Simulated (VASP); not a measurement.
PbSe (rocksalt type):

```
Pb Se
1.0
     0.00000    2.85252    2.85252
     2.85252    0.00000    2.85252
     2.85252    2.85252    0.00000
Pb Se
1 1
Direct
  0.00000 0.00000 0.00000
  0.50000 0.50000 0.50000
```

```yaml
Program: VASP 6.6.1
Task: relaxation of cell and atoms
Functional: PBE
Potentials_or_basis: VASP PAW PBE potentials, release 64 (Pb_d, Se)
Cutoff: 600 eV
k_mesh: 10 × 10 × 10
Occupations: fermi-dirac, width 0.03 eV
Spin: no spin polarisation
```

At the start: pressure 21.2 GPa; volume 23.21 Å³/atom.

**Question.** How do energy, volume and symmetry change on relaxing?

**Answer.** Over 5 steps the energy falls by 358.4 meV/atom and the volume is 30.03 Å³/atom (+29.4 %); space group Fm-3m (No. 225, to 0.1 Å) before and after.

Step by step:
```csv
step,energy change (eV),largest force (eV/Å),pressure (GPa),volume (Å³)
1,0.0000,0.0000,21.22,46.42
2,-0.5274,0.0000,-5.14,70.28
3,-0.7168,0.0000,0.08,59.98
4,-0.7168,0.0000,-0.15,60.28
5,-0.7169,0.0000,0.03,60.05
```

Final structure:
```xyz
2
Lattice="0.0000 3.1081 3.1081 3.1081 0.0000 3.1081 3.1081 3.1081 0.0000" Properties=species:S:1:pos:R:3 pbc="T T T"
Pb    0.0000    0.0000    0.0000
Se    3.1081    3.1081    3.1081
```

Caveat: the volume moved by over 15 % at a fixed basis, so the end points are rough.
